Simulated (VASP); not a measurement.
# SiO2 (P4_122) in VASP: further runs

The runs below take SiO2 through single point, with PBE.

Everything below comes from runs of VASP 6.6.1. Logs are shortened: lines on timing, memory, paths and dates and some standing lists are left out, and cuts for length are marked.

## Step 1: The cell of the first run

It takes space group P4_122 (No. 91, tetragonal). The conventional cell has a = 6.094 Å, b = 6.094 Å, c = 4.769 Å, α = 90.00°, β = 90.00°, γ = 90.00°. Within 2.2 Å of Si (site symmetry 2) lie 4 O at 1.62 to 1.63 Å. O (site symmetry 2) has 2 Si at 1.63 Å within 2.2 Å. O (site symmetry 2) has 2 Si at 1.62 Å within 2.2 Å.

## Step 2: Single point, PBE

The input, INCAR:

```
PREC = Accurate
ENCUT = 520
EDIFF = 1E-6
ISMEAR = 0
SIGMA = 0.1
LREAL = F
LASPH = T
NELM = 80
ALGO = Normal
ISIF = 2
LWAVE = F
LCHARG = F
GGA = PE
NBANDS = 44
```

The input, KPOINTS:

```
regular mesh
0
Gamma
  4 2 2
```

The input, POSCAR:

```
SiO2
1.0
    0.0000000000      0.0000000000      4.7689420648
    6.0938179947      0.0000000000      0.0000000000
    0.0000000000      6.0938179947      0.0000000000
Si O
4 8
Direct
    0.7500000000      0.3466393589      0.0000000000
    0.2500000000      0.6533606411      0.0000000000
    0.0000000000      0.0000000000      0.3466393589
    0.5000000000      0.0000000000      0.6533606411
    0.5000000000      0.5000000000      0.0990144095
    0.0000000000      0.5000000000      0.9009855905
    0.8750000000      0.1962494719      0.1962494719
    0.6250000000      0.1962494719      0.8037505281
    0.1250000000      0.8037505281      0.1962494719
    0.3750000000      0.8037505281      0.8037505281
    0.7500000000      0.9009855905      0.5000000000
    0.2500000000      0.0990144095      0.5000000000
```

Potentials or basis: VASP PAW PBE potentials, release 64 (Si, O).

Started as:

```
$ cat potpaw_PBE.64/Si/POTCAR potpaw_PBE.64/O/POTCAR > POTCAR
$ mpirun -np 1 vasp_std > vasp.out
```

OUTCAR:

```text
PREC = Accurate
   ENCUT = 520
   EDIFF = 1E-6
   ISMEAR = 0
   LREAL = F
   LASPH = T
   NELM = 80
   ISIF = 2
   GGA = PE

 ion  position               nearest neighbor table
   1  0.750  0.347  0.000-   7 1.62   8 1.62   5 1.63   6 1.63   2 3.03   2 3.03
   2  0.250  0.653  0.000-   9 1.62  10 1.62   5 1.63   6 1.63   1 3.03   1 3.03
   3  0.000  0.000  0.347-   7 1.62   9 1.62  11 1.63  12 1.63   4 3.03   4 3.03
   4  0.500  0.000  0.653-   8 1.62  10 1.62  11 1.63  12 1.63   3 3.03   3 3.03
   5  0.500  0.500  0.099-   1 1.63   2 1.63
   6  0.000  0.500  0.901-   1 1.63   2 1.63
   7  0.875  0.196  0.196-   1 1.62   3 1.62
   8  0.625  0.196  0.804-   1 1.62   4 1.62
   9  0.125  0.804  0.196-   2 1.62   3 1.62
  10  0.375  0.804  0.804-   2 1.62   4 1.62
  11  0.750  0.901  0.500-   3 1.63   4 1.63
  12  0.250  0.099  0.500-   3 1.63   4 1.63

  LATTYP: Found a simple tetragonal cell.
 ALAT       =     6.0938179947
 C/A-ratio  =     0.7825868887

  Lattice vectors:

 A1 = (   6.0938179947,   0.0000000000,   0.0000000000)
 A2 = (   0.0000000000,   6.0938179947,   0.0000000000)
 A3 = (   0.0000000000,   0.0000000000,   4.7689420648)

Analysis of symmetry for initial positions (statically):
=====================================================================
 Subroutine PRICEL returns:
 Original cell was already a primitive cell.

 Routine SETGRP: Setting up the symmetry group for a
 simple tetragonal supercell.

 Subroutine GETGRP returns: Found  8 space group operations
 (whereof  2 operations were pure point group operations)
 out of a pool of 16 trial point group operations.

The static configuration has the point symmetry C_2 .
 The point group associated with its full space group is D_4 .

Analysis of symmetry for dynamics (positions and initial velocities):
=====================================================================
 Subroutine PRICEL returns:
 Original cell was already a primitive cell.

 Routine SETGRP: Setting up the symmetry group for a
 simple tetragonal supercell.

 Subroutine GETGRP returns: Found  8 space group operations
 (whereof  2 operations were pure point group operations)
 out of a pool of 16 trial point group operations.

The dynamic configuration has the point symmetry C_2 .
 The point group associated with its full space group is D_4 .

 Subroutine INISYM returns: Found  8 space group operations
 (whereof  2 operations are pure point group operations),
 and found     1 'primitive' translations

----------------------------------------------------------------------------------------

                                     Primitive cell

  volume of cell :     177.0928

  direct lattice vectors                    reciprocal lattice vectors
     0.000000000  0.000000000  4.768942065     0.000000000  0.000000000  0.209690113
     6.093817995  0.000000000  0.000000000     0.164100733  0.000000000  0.000000000
     0.000000000  6.093817995  0.000000000     0.000000000  0.164100733  0.000000000

  length of vectors
     4.768942065  6.093817995  6.093817995     0.209690113  0.164100733  0.164100733

  position of ions in fractional coordinates (direct lattice)
     0.750000000  0.346639359  0.000000000
     0.250000000  0.653360641  0.000000000
     0.000000000  0.000000000  0.346639359
     0.500000000  0.000000000  0.653360641
     0.500000000  0.500000000  0.099014410
     0.000000000  0.500000000  0.900985590
     0.875000000  0.196249472  0.196249472
     0.625000000  0.196249472  0.803750528
     0.125000000  0.803750528  0.196249472
     0.375000000  0.803750528  0.803750528
     0.750000000  0.900985590  0.500000000
     0.250000000  0.099014410  0.500000000

  ion indices of the primitive-cell ions
   primitive index   ion index
                 1           1
                 2           2
                 3           3
                 4           4
                 5           5
                 6           6
                 7           7
                 8           8
                 9           9
                10          10
                11          11
                12          12

----------------------------------------------------------------------------------------

 KPOINTS: regular mesh

Automatic generation of k-mesh.
 Grid dimensions read from file:
 generate k-points for:    4    2    2

 Generating k-lattice:

  Cartesian coordinates                     Fractional coordinates (reciprocal lattice)
     0.000000000  0.000000000  0.052422528     0.250000000  0.000000000  0.000000000
     0.082050367  0.000000000  0.000000000     0.000000000  0.500000000  0.000000000
     0.000000000  0.082050367  0.000000000     0.000000000  0.000000000  0.500000000

  Length of vectors
     0.052422528  0.082050367  0.082050367

  Shift w.r.t. Gamma in fractional coordinates (k-lattice)
     0.000000000  0.000000000  0.000000000

 Subroutine IBZKPT returns following result:
 ===========================================

 Found      9 irreducible k-points:

 Following reciprocal coordinates:
            Coordinates               Weight
  0.000000  0.000000  0.000000      1.000000
  0.250000  0.000000  0.000000      2.000000
  0.500000  0.000000  0.000000      1.000000
  0.000000  0.500000  0.000000      2.000000
  0.250000  0.500000  0.000000      4.000000
  0.500000  0.500000  0.000000      2.000000
  0.000000  0.500000  0.500000      1.000000
  0.250000  0.500000  0.500000      2.000000
  0.500000  0.500000  0.500000      1.000000
   k-points           NKPTS =      9   k-points in BZ     NKDIM =      9   number of bands    NBANDS=     44
   number of dos      NEDOS =    301   number of ions     NIONS =     12
   total plane-waves  NPLWV =  82944
   dimension x,y,z NGX =    36 NGY =   48 NGZ =   48
   dimension x,y,z NGXF=    72 NGYF=   96 NGZF=   96
   ions per type =               4   8
   NGX,Y,Z   is equivalent  to a cutoff of  12.55, 13.09, 13.09 a.u.
   NGXF,Y,Z  is equivalent  to a cutoff of  25.10, 26.19, 26.19 a.u.
 SYSTEM =  unknown system
   PREC   = accura    normal or accurate (medium, high low for compatibility)
   ISTART =      0    job   : 0-new  1-cont  2-samecut
   ICHARG =      2    charge: 1-file 2-atom 10-const
   ISPIN  =      1    spin polarized calculation?
   LNONCOLLINEAR =      F non collinear calculations
   LSORBIT =      F    spin-orbit coupling
   LASPH  =      T    aspherical Exc in radial PAW
   ENCUT  =  520.0 eV  38.22 Ry    6.18 a.u.   8.87 11.33 11.33*2*pi/ulx,y,z
   NELM   =     80;   NELMIN=  2; NELMDL= -5     # of ELM steps
   EDIFF  = 0.1E-05   stopping-criterion for ELM
   LREAL  =      F    real-space projection
   EDIFFG = 0.1E-04   stopping-criterion for IOM
   NSW    =      0    number of steps for IOM
   IBRION =     -1    ionic relax: 0-MD 1-quasi-New 2-CG
   NFREE  =      0    steps in history (QN), initial steepest desc. (CG)
   ISIF   =      2    stress and relaxation
   ISYM   =      2    0-nonsym 1-usesym 2-fastsym
   POTIM  = 0.5000    time-step for ionic-motion
   TEBEG  =    0.0;   TEEND  =   0.0 temperature during run
   PSTRESS=    0.0 pullay stress
   NELECT =      64.0000    total number of electrons
   NUPDOWN=      -1.0000    fix difference up-down
   EMIN   =  10.00;   EMAX   =-10.00  energy-range for DOS
   EFERMI =   0.00;   METHOD = LEGACY
   ISMEAR =     0;   SIGMA  =   0.10  broadening in eV -4-tet -1-fermi 0-gaus
   EFERMI_NEDOS =   21; number of points for ismear=-14 and -15
   IALGO  =     38    algorithm
   IMIX   =      4    mixing-type and parameters
     AMIX     =   0.40;   BMIX     =  1.00
     AMIX_MAG =   1.60;   BMIX_MAG =  1.00
  volume/ion in A,a.u.               =      14.76        99.59
  Fermi-wavevector in a.u.,A,eV,Ry     =   1.166096  2.203603 18.500944  1.359781
  Thomas-Fermi vector in A             =   2.302614
   LORBIT       =      0    0 simple, 1 ext, 2 COOP (PROOUT), +10 PAW based schemes
   GGA     = PE    functional components
   LHFCALC =     F    Hartree Fock is set to
   AEXX    =    0.0000 exact exchange contribution
   IVDW    =     0    specifies the selected vdW correction
   LEPSILON=     F    determine dielectric tensor
   LRPA    =     F    only Hartree local field effects (RPA)
 non-spin polarized calculation
 Gauss-broadening in eV      SIGMA  =   0.10
  energy-cutoff  :      520.00
  volume of cell :      177.09
 maximum number of plane-waves:      4796
 NGX is ok and might be reduce to    36
   NGX = 17   NGY = 23   NGZ = 23

 number of electron      63.9999983 magnetization

 Free energy of the ion-electron system (eV)
  ---------------------------------------------------
  ext. energy  EPLUGINS =         0.00000000
  ---------------------------------------------------
  free energy    TOTEN  =       -94.75727729 eV

  energy without entropy =      -94.75727729  energy(sigma->0) =      -94.75727729

 E-fermi :   0.4357     XC(G=0):  -8.2936

 val. band max:       -0.0753372331   @ k =   0.0000   0.0000   0.0000
 cond. band min:       5.4515038795   @ k =   0.0000   0.0000   0.0000
 fundamental gap:      5.5268411125
 Fermi energy:         0.4356952022

 k-point     1 :       0.0000    0.0000    0.0000
  band No.  band energies     occupation
      1     -19.4179      2.00000
      2     -18.4961      2.00000
      3     -18.0440      2.00000
      4     -18.0440      2.00000
      5     -17.4358      2.00000
      6     -17.3789      2.00000
[... 36 lines left out ...]
     43      11.9675      0.00000
     44      11.9879      0.00000

 k-point     2 :       0.2500    0.0000    0.0000
  band No.  band energies     occupation
      1     -19.2673      2.00000
      2     -18.3898      2.00000
      3     -18.3708      2.00000
      4     -17.9234      2.00000
      5     -17.4510      2.00000
      6     -17.4046      2.00000
[... 36 lines left out ...]
     43      11.0379      0.00000
     44      11.7942      0.00000

 k-point     3 :       0.5000    0.0000    0.0000
  band No.  band energies     occupation
      1     -18.8694      2.00000
      2     -18.8694      2.00000
      3     -18.0843      2.00000
      4     -18.0843      2.00000
      5     -17.4717      2.00000
      6     -17.4717      2.00000
[... 36 lines left out ...]
     43      10.6156      0.00000
     44      10.6159      0.00000

 k-point     4 :       0.0000    0.5000    0.0000
  band No.  band energies     occupation
      1     -19.1728      2.00000
      2     -18.9933      2.00000
      3     -18.0271      2.00000
      4     -17.7566      2.00000
      5     -17.4595      2.00000
      6     -17.4037      2.00000
[... 36 lines left out ...]
     43      10.8142      0.00000
     44      11.9903      0.00000

 k-point     5 :       0.2500    0.5000    0.0000
  band No.  band energies     occupation
      1     -19.0560      2.00000
      2     -18.8921      2.00000
      3     -18.1222      2.00000
      4     -17.8856      2.00000
      5     -17.4618      2.00000
      6     -17.4144      2.00000
[... 36 lines left out ...]
     43      10.9839      0.00000
     44      11.2094      0.00000

 k-point     6 :       0.5000    0.5000    0.0000
  band No.  band energies     occupation
      1     -18.8328      2.00000
      2     -18.8328      2.00000
      3     -18.1599      2.00000
      4     -18.1599      2.00000
      5     -17.4451      2.00000
      6     -17.4451      2.00000
[... 36 lines left out ...]
     43      10.7892      0.00000
     44      10.7892      0.00000

 k-point     7 :       0.0000    0.5000    0.5000
  band No.  band energies     occupation
      1     -18.9876      2.00000
      2     -18.9876      2.00000
      3     -18.5547      2.00000
      4     -17.4814      2.00000
      5     -17.3811      2.00000
      6     -17.3811      2.00000
[... 36 lines left out ...]
     43      11.3124      0.00000
     44      11.3810      0.00000

 k-point     8 :       0.2500    0.5000    0.5000
  band No.  band energies     occupation
      1     -18.9856      2.00000
      2     -18.7155      2.00000
      3     -18.6189      2.00000
      4     -17.6652      2.00000
      5     -17.4093      2.00000
      6     -17.3964      2.00000
[... 36 lines left out ...]
     43      10.8991      0.00000
     44      11.3946      0.00000

 k-point     9 :       0.5000    0.5000    0.5000
  band No.  band energies     occupation
      1     -18.8024      2.00000
      2     -18.8024      2.00000
      3     -18.2073      2.00000
      4     -18.2073      2.00000
      5     -17.4195      2.00000
      6     -17.4195      2.00000
[... 36 lines left out ...]
     43      10.5621      0.00000
     44      10.5621      0.00000

------------------------ aborting loop because EDIFF is reached ----------------------------------------

  FORCE on cell =-STRESS in cart. coord.  units (eV):
  Direction    XX          YY          ZZ          XY          YZ          ZX
  --------------------------------------------------------------------------------------
  -------------------------------------------------------------------------------------
  Total        0.0487560      0.0487560      0.1855326      0.0000000     -0.0000000      0.0000000
  in kB        0.4411002      0.4411002      1.6785325      0.0000000     -0.0000000      0.0000000
  external PRESSURE =       0.8535777 kB  Pullay stress =       0.0000000 kB

 VOLUME and BASIS-vectors are now :
 -----------------------------------------------------------------------------
  energy-cutoff  :      520.00
  volume of cell :      177.09
      direct lattice vectors                 reciprocal lattice vectors
     0.000000000  0.000000000  4.768942065     0.000000000  0.000000000  0.209690113
     6.093817995  0.000000000  0.000000000     0.164100733  0.000000000  0.000000000
     0.000000000  6.093817995  0.000000000     0.000000000  0.164100733  0.000000000

 POSITION                                       TOTAL-FORCE (eV/Angst)
 -----------------------------------------------------------------------------------
      2.11236      0.00000      3.57671        -0.014546      0.000000     -0.000000
      3.98146      0.00000      1.19224         0.014546      0.000000     -0.000000
      0.00000      2.11236      0.00000        -0.000000     -0.014546     -0.000000
      0.00000      3.98146      2.38447        -0.000000      0.014546     -0.000000
      3.04691      0.60338      2.38447        -0.000000      0.005081      0.000000
      3.04691      5.49044      0.00000        -0.000000     -0.005081     -0.000000
      1.19591      1.19591      4.17282        -0.007130     -0.007130     -0.000000
      1.19591      4.89791      2.98059        -0.007130      0.007130      0.000000
      4.89791      1.19591      0.59612         0.007130     -0.007130      0.000000
      4.89791      4.89791      1.78835         0.007130      0.007130     -0.000000
      5.49044      3.04691      3.57671        -0.005081      0.000000     -0.000000
      0.60338      3.04691      1.19224         0.005081      0.000000     -0.000000
 -----------------------------------------------------------------------------------
    total drift:                               -0.000000     -0.000000      0.000000

  FREE ENERGIE OF THE ION-ELECTRON SYSTEM (eV)
  ---------------------------------------------------
  free  energy   TOTEN  =       -94.7572772907 eV

  energy  without entropy=      -94.7572772907  energy(sigma->0) =      -94.75727729
```

Run time: 33 s. Hardware: 1 thread of Intel Xeon 6975P-C (Granite Rapids), shared host; peak memory 0.27 GiB.

What came out:

| Property | Result |
| --- | --- |
| Free energy | -94.7573 eV |
| Pressure | 0.1 GPa |
| Largest force | 0.015 eV/Å |
| Band gap on the k mesh | 5.53 eV |

Forces on the atoms (eV/Å):
```
Si  -0.015  0.000  0.000
Si   0.015  0.000  0.000
Si   0.000 -0.015  0.000
Si   0.000  0.015  0.000
O    0.000  0.005  0.000
O    0.000 -0.005  0.000
O   -0.007 -0.007  0.000
O   -0.007  0.007  0.000
O    0.007 -0.007  0.000
O    0.007  0.007  0.000
O   -0.005  0.000  0.000
O    0.005  0.000  0.000
```

Stress tensor (GPa, compression positive):
```
0.04 0.00 0.00
0.00 0.04 0.00
0.00 0.00 0.17
```

Levels at points of the mesh, in eV from the valence-band top:
```
           k point  band 30  band 31  band 32  band 33  band 34  band 35
(0.00, 0.00, 0.00)    -0.68    -0.47     0.00     5.53     8.44     8.71
(0.50, 0.00, 0.00)    -0.58    -0.19    -0.19     7.76     7.76     9.29
(0.00, 0.50, 0.00)    -0.56    -0.33    -0.32     6.81     7.34     8.44
(0.50, 0.50, 0.00)    -0.68    -0.42    -0.42     8.17     8.17     8.95
(0.00, 0.50, 0.50)    -0.43    -0.14    -0.14     7.80     7.80     8.22
(0.50, 0.50, 0.50)    -0.84    -0.47    -0.47     8.39     8.39     9.26
```

Caveat: the k points lie up to 0.52 Å⁻¹ apart.

## Step 3: Single point, PBE

This run uses another cell than the first one, of 14.79 Å³/atom.

The input, INCAR:

```
SYSTEM = SiO2
PREC = Accurate
ENCUT = 520
EDIFF = 1E-6
ISMEAR = 0
SIGMA = 0.1
LREAL = .False.
LASPH = .True.
NELM = 100
ALGO = Normal
ISIF = 2
LWAVE = .False.
LCHARG = .False.
GGA = PE
NBANDS = 44
```

The input, KPOINTS:

```
regular mesh
0
Gamma
  4 4 4
  0 0 0
```

The input, POSCAR:

```
SiO2
1.0
    6.1034613713      0.0000000000      0.0000000000
    0.0000000000      6.1034613713      0.0000000000
    0.0000000000      0.0000000000      4.7645376934
Si O
4 8
Direct
    0.3463542797      0.0000000000      0.7500000000
    0.6536457203      0.0000000000      0.2500000000
    0.0000000000      0.3463542797      0.0000000000
    0.0000000000      0.6536457203      0.5000000000
    0.5000000000      0.0984446783      0.5000000000
    0.5000000000     -0.0984446783      0.0000000000
    0.1962045400      0.1962045400      0.8750000000
    0.1962045400      0.8037954600      0.6250000000
    0.8037954600      0.1962045400      0.1250000000
    0.8037954600      0.8037954600      0.3750000000
   -0.0984446783      0.5000000000      0.7500000000
    0.0984446783      0.5000000000      0.2500000000
```

Potentials or basis: VASP PAW PBE potentials, release 64 (Si, O).

Started as:

```
$ cat potpaw_PBE.64/Si/POTCAR potpaw_PBE.64/O/POTCAR > POTCAR
$ mpirun -np 1 vasp_std > vasp.out
```

Run time: 62 s. Hardware: 1 thread of Intel Xeon 6975P-C (Granite Rapids), shared host; peak memory 0.31 GiB.

Results (log left out):

```
Free energy            : -94.7579 eV
Pressure               : -0.1 GPa
Largest force          : 0.027 eV/Å
Band gap on the k mesh : 5.51 eV
```

Forces on the atoms (eV/Å):
```
Si  -0.008  0.000  0.000
Si   0.008  0.000  0.000
Si   0.000 -0.008  0.000
Si   0.000  0.008  0.000
O    0.000  0.015  0.000
O    0.000 -0.015  0.000
O   -0.019 -0.019  0.000
O   -0.019  0.019  0.000
O    0.019 -0.019  0.000
O    0.019  0.019  0.000
O   -0.015  0.000  0.000
O    0.015  0.000  0.000
```

Stress tensor (GPa, compression positive):
```
-0.22  0.00  0.00
 0.00 -0.22  0.00
 0.00  0.00  0.12
```

Levels at points of the mesh, in eV from the valence-band top:
```
           k point  band 30  band 31  band 32  band 33  band 34  band 35
(0.00, 0.00, 0.00)    -0.69    -0.47     0.00     5.51     8.46     8.69
(0.50, 0.00, 0.00)    -0.55    -0.33    -0.32     6.79     7.33     8.43
(0.50, 0.50, 0.00)    -0.44    -0.14    -0.14     7.79     7.79     8.19
(0.00, 0.00, 0.50)    -0.58    -0.19    -0.19     7.75     7.75     9.27
(0.50, 0.00, 0.50)    -0.68    -0.42    -0.42     8.15     8.15     8.94
(0.50, 0.50, 0.50)    -0.84    -0.47    -0.47     8.36     8.36     9.24
```
